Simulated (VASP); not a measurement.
Write the native input for VASP 6.6.1 that does the following.

```
Task                   : single point
Functional             : PBE
Potentials or basis    : VASP PAW PBE potentials, release 64 (Se)
Cutoff                 : 520 eV
k mesh                 : 2 × 2 × 1
Occupations            : gaussian, width 0.1 eV
Spin                   : no spin polarisation
Dipole correction      : no
Further INCAR settings : ALGO = Normal; EDIFF = 1e-07; NBANDS = 13
```

The structure of Se lies in POSCAR:

```
Se
1.0
    1.3942694300     -4.0390027650      0.0000000000
    1.3942694300      4.0390027650      0.0000000000
    0.0000000000      0.0000000000      4.6134314000
Se
2
Direct
    0.9356553200      0.0643446800      0.2500000000
    0.0643446800      0.9356553200      0.7500000000
```

One way to write it, as run:

INCAR

```
PREC     = Accurate       # precision mode
ENCUT    = 520            # plane-wave cutoff, eV
EDIFF    = 1E-7           # SCF threshold, eV
ISMEAR   = 0              # smearing method
SIGMA    = 0.1            # smearing width, eV
LREAL    = False          # projectors in reciprocal space
LASPH    = True           # aspherical terms in the spheres
NELM     = 100            # most SCF steps
ALGO     = Normal         # electronic algorithm
ISIF     = 2              # what is computed and relaxed
LWAVE    = False          # write WAVECAR
LCHARG   = False          # write CHGCAR
GGA      = PE             # functional
NBANDS   = 13             # bands
```

KPOINTS

```
regular mesh
0
Gamma
  2 2 1
```

Potentials or basis: VASP PAW PBE potentials, release 64 (Se).

Run with:

```sh
$ cat potpaw_PBE.64/Se/POTCAR > POTCAR
$ mpirun -np 1 vasp_std > vasp.out
```

Results of the run:

* Pressure: -0.9 GPa
* Largest force: 1.459 eV/Å
* Band gap on the k mesh: zero (band 6 reaches 5.11 eV, above the bottom of band 7 at 3.01 eV)

Caveat: the k points lie up to 1.36 Å⁻¹ apart; forces of over 1 eV/Å act on the atoms, so gaps and moduli don't describe the material at rest.

It took 9.3 s on 1 thread of Intel(R) Xeon(R) Platinum 8375C CPU @ 2.90GHz (Ice Lake), with other jobs on the host, peak memory 0.17 GiB.
